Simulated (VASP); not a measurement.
# TiO (P-62m) in VASP: a series of runs, part 2 of 2

VASP 6.6.1. Earlier steps stand in the parts before.

## Step 4: Single point, r2SCAN+U (biaxial strain in the a-b plane: -1.0 %)

POSCAR

```
TiO
1.0
    4.9770238984      0.0000000000      0.0000000000
   -2.4885119492      4.3102291312      0.0000000000
    0.0000000000      0.0000000000      2.9214819491
Ti O
3 3
Direct
    0.6666666667      0.3333333333      0.5000000000
    0.3333333333      0.6666666667      0.5000000000
    0.0000000000      0.0000000000      0.0000000000
    0.6088595047      0.6088595047      0.0000000000
    0.3911404953      0.0000000000      0.0000000000
    0.0000000000      0.3911404953      0.0000000000
```

INCAR.step1

```
SYSTEM = TiO
PREC = Accurate
ENCUT = 520
ISMEAR = 0
SIGMA = 0.1
LREAL = .False.
LASPH = .True.
NELM = 150
LMAXMIX = 4
LDAU = .True.
LDAUTYPE = 2
LDAUL = 2 -1
LDAUU = 4 0
LDAUJ = 0 0
NBANDS = 36
GGA = PE
ALGO = Normal
EDIFF = 1E-4
LWAVE = .True.
LCHARG = .False.
```

INCAR.step2

```
SYSTEM = TiO
PREC = Accurate
ENCUT = 520
EDIFF = 1E-7
ISMEAR = 0
SIGMA = 0.1
LREAL = .False.
LASPH = .True.
NELM = 150
ALGO = Normal
ISIF = 2
LWAVE = .False.
LCHARG = .True.
LMAXMIX = 4
LDAU = .True.
LDAUTYPE = 2
LDAUL = 2 -1
LDAUU = 4 0
LDAUJ = 0 0
LDAUPRINT = 1
METAGGA = R2SCAN
LMIXTAU = .True.
LELF = .True.
LVHAR = .True.
NBANDS = 36
ISTART = 1
```

KPOINTS

```
Automatic mesh
0
Gamma
  12 12 12
  0 0 0
```

Potentials or basis: VASP PAW PBE potentials, release 64 (Ti_sv, O).

On the command line:

```sh
cat potpaw_PBE.64/Ti_sv/POTCAR potpaw_PBE.64/O/POTCAR > POTCAR
cp INCAR.step1 INCAR
mpirun -np 1 vasp_std > vasp.out
cp INCAR.step2 INCAR
mpirun -np 1 vasp_std > vasp.out
```

OUTCAR:

```text
SYSTEM = TiO
   PREC = Accurate
   ENCUT = 520
   EDIFF = 1E-7
   ISMEAR = 0
   LREAL = .False.
   LASPH = .True.
   NELM = 150
   ISIF = 2
   METAGGA = R2SCAN
   ISTART = 1

 ion  position               nearest neighbor table
   1  0.667  0.333  0.500-   6 2.12   6 2.12   5 2.12   5 2.12   4 2.12   4 2.12   2 2.87   2 2.87
                             2 2.87
   2  0.333  0.667  0.500-   5 2.12   5 2.12   6 2.12   6 2.12   4 2.12   4 2.12   1 2.87   1 2.87
                             1 2.87
   3  0.000  0.000  0.000-   4 1.95   6 1.95   5 1.95
   4  0.609  0.609  0.000-   3 1.95   1 2.12   1 2.12   2 2.12   2 2.12
[... 1250 lines left out ...]
  Total        3.9961119      3.9961119      2.3063657      0.0000000     -0.0000000     -0.0000000
  in kB      102.1585988    102.1585988     58.9610835      0.0000000     -0.0000000     -0.0000000
  external PRESSURE =      87.7594270 kB  Pullay stress =       0.0000000 kB

 VOLUME and BASIS-vectors are now :
 -----------------------------------------------------------------------------
  energy-cutoff  :      520.00
  volume of cell :       62.67
      direct lattice vectors                 reciprocal lattice vectors
     4.977023898  0.000000000  0.000000000     0.200923287  0.116003114  0.000000000
    -2.488511949  4.310229131  0.000000000     0.000000000  0.232006227  0.000000000
     0.000000000  0.000000000  2.921481949     0.000000000  0.000000000  0.342292034

 POSITION                                       TOTAL-FORCE (eV/Angst)
 -----------------------------------------------------------------------------------
      2.48851      1.43674      1.46074         0.000000     -0.000000      0.000000
     -0.00000      2.87349      1.46074         0.000000     -0.000000      0.000000
      0.00000      0.00000      0.00000         0.000000     -0.000000      0.000000
      1.51515      2.62432      0.00000        -0.255003     -0.441678     -0.000000
      1.94672      0.00000      0.00000         0.510006     -0.000000     -0.000000
     -0.97336      1.68591      0.00000        -0.255003      0.441678      0.000000
 -----------------------------------------------------------------------------------
    total drift:                               -0.000003     -0.000004      0.000001

  FREE ENERGIE OF THE ION-ELECTRON SYSTEM (eV)
  ---------------------------------------------------
  free  energy   TOTEN  =       -64.6660017941 eV

  energy  without entropy=      -64.6637525332  energy(sigma->0) =      -64.66487716
```

OUTCAR.step1:

```text
SYSTEM = TiO
   PREC = Accurate
   ENCUT = 520
   ISMEAR = 0
   LREAL = .False.
   LASPH = .True.
   NELM = 150
[... 1179 lines left out ...]
      1.51515      2.62432      0.00000        -0.262677     -0.454970     -0.000000
      1.94672      0.00000      0.00000         0.525354      0.000000      0.000000
     -0.97336      1.68591      0.00000        -0.262677      0.454970      0.000000
 -----------------------------------------------------------------------------------
    total drift:                               -0.000001     -0.000002      0.000001

  FREE ENERGIE OF THE ION-ELECTRON SYSTEM (eV)
  ---------------------------------------------------
  free  energy   TOTEN  =       -44.6367808956 eV

  energy  without entropy=      -44.6334605519  energy(sigma->0) =      -44.63512072
```

OSZICAR.step1:

```text
N       E                     dE             d eps       ncg     rms          rms(c)
DAV:   1     0.793989584777E+03    0.79399E+03   -0.27019E+04  9584   0.188E+03
DAV:   2     0.685450144533E+02   -0.72544E+03   -0.69946E+03  9708   0.567E+02
DAV:   3    -0.502054486717E+02   -0.11875E+03   -0.11693E+03 14440   0.209E+02
DAV:   4    -0.573632682790E+02   -0.71578E+01   -0.71334E+01 14172   0.500E+01
DAV:   5    -0.577274746654E+02   -0.36421E+00   -0.36405E+00 13932   0.949E+00    0.275E+01
DAV:   6    -0.445893684044E+02    0.13138E+02   -0.80528E+01 14296   0.746E+01    0.917E+00
DAV:   7    -0.449814504889E+02   -0.39208E+00   -0.14301E+01 15168   0.242E+01    0.794E+00
DAV:   8    -0.446036073880E+02    0.37784E+00   -0.43986E+00 14632   0.108E+01    0.496E+00
DAV:   9    -0.446458611195E+02   -0.42254E-01   -0.67521E-01 12368   0.519E+00    0.112E+00
DAV:  10    -0.446288166141E+02    0.17045E-01   -0.14678E-01 13316   0.229E+00    0.829E-01
DAV:  11    -0.446363101120E+02   -0.74935E-02   -0.16237E-02 14144   0.913E-01    0.151E-01
DAV:  12    -0.446366704324E+02   -0.36032E-03   -0.23441E-03 12472   0.289E-01    0.700E-02
DAV:  13    -0.446367767996E+02   -0.10637E-03   -0.40989E-04 11132   0.152E-01    0.196E-02
DAV:  14    -0.446367808956E+02   -0.40959E-05   -0.42995E-05  6352   0.564E-02
   1 F= -.44636781E+02 E0= -.44635121E+02  d E =-.332034E-02
```

It took 46 min on 1 thread of Oxide Virtual Turin-like, shared host; peak memory 0.34 GiB.

Results:

* Free energy: -64.6660 eV
* Pressure: 8.8 GPa
* Largest force: 0.510 eV/Å
* Band gap on the k mesh: zero (bands 27 and 28 overlap by 0.93 eV)

Forces in eV/Å, atoms in the order of the input:
```
Ti   0.000  0.000  0.000
Ti   0.000  0.000  0.000
Ti   0.000  0.000  0.000
O   -0.255 -0.442  0.000
O    0.510  0.000  0.000
O   -0.255  0.442  0.000
```

Stress tensor (GPa, compression positive):
```
10.22  0.00  0.00
 0.00 10.22  0.00
 0.00  0.00  5.90
```

Levels at points of the mesh, in eV from the Fermi level:
| k point | band 23 | band 24 | band 25 | band 26 | band 27 | band 28 | band 29 | band 30 | band 31 | band 32 |
| --- | --- | --- | --- | --- | --- | --- | --- | --- | --- | --- |
| (0.00, 0.00, 0.00) | -6.15 | -6.09 | -3.89 | -0.84 | -0.61 | -0.61 | 1.02 | 1.02 | 1.10 | 1.10 |
| (0.50, 0.00, 0.00) | -6.38 | -5.56 | -2.94 | -2.14 | -1.71 | 0.54 | 1.48 | 1.57 | 1.86 | 1.96 |
| (0.00, 0.00, 0.50) | -6.01 | -6.01 | -1.82 | -1.82 | 0.23 | 1.58 | 1.58 | 1.74 | 1.74 | 1.96 |
| (0.50, 0.00, 0.50) | -6.76 | -5.65 | -1.90 | -1.57 | -0.34 | 0.78 | 1.23 | 1.51 | 1.65 | 2.33 |

Eigenvalues of the final occupation matrices:
| site | spin | trace | eigenvalues |
| --- | --- | --- | --- |
| site 1 d | 1 | 0.91 | 0.10 0.10 0.20 0.20 0.31 |
| site 1 d | 2 | 0.91 | 0.10 0.10 0.20 0.20 0.31 |
| site 2 d | 1 | 0.91 | 0.10 0.10 0.20 0.20 0.31 |
| site 2 d | 2 | 0.91 | 0.10 0.10 0.20 0.20 0.31 |
| site 3 d | 1 | 0.91 | 0.15 0.15 0.16 0.16 0.28 |
| site 3 d | 2 | 0.91 | 0.15 0.15 0.16 0.16 0.28 |

Caveat: the cell differs from its parent crystal (biaxial strain in the a-b plane: -1.0 %); the cell stands under pressure; the PAW data sets were made with another functional, which shifts forces and pressure a little; U without spin polarisation on a metal has little footing.

## Step 5: Summary

```csv
cell,gap on the mesh (eV),pressure (GPa),largest force (eV/Å)
"a = 5.052, b = 5.052, c = 2.846 Å, angles 90.0, 90.0, 120.0°, 6 atoms, atomic positions A",none,7.6,0.30
"a = 5.015, b = 5.015, c = 2.933 Å, angles 90.0, 90.0, 120.0°, 6 atoms, atomic positions B",none,3.9,0.38
"a = 4.977, b = 4.977, c = 2.921 Å, angles 90.0, 90.0, 120.0°, 6 atoms, atomic positions C",none,8.8,0.51
```

Alike in all rows: task single point; level r2SCAN+U; potentials or basis VASP PAW PBE potentials, release 64 (Ti_sv, O); no spin polarisation; Ti d U = 4.0 eV; k mesh 12 × 12 × 12; cutoff (eV) 520; smearing gaussian 0.1 eV.

Caveats: the PAW data sets were made with another functional, which shifts forces and pressure a little; U without spin polarisation on a metal has little footing; the cell stands under pressure (at least some runs); the stress differs along the axes, from 5 to 13 GPa (at least some runs).

Total energies depend on the potentials used, so only differences within one code and one set of settings carry meaning.
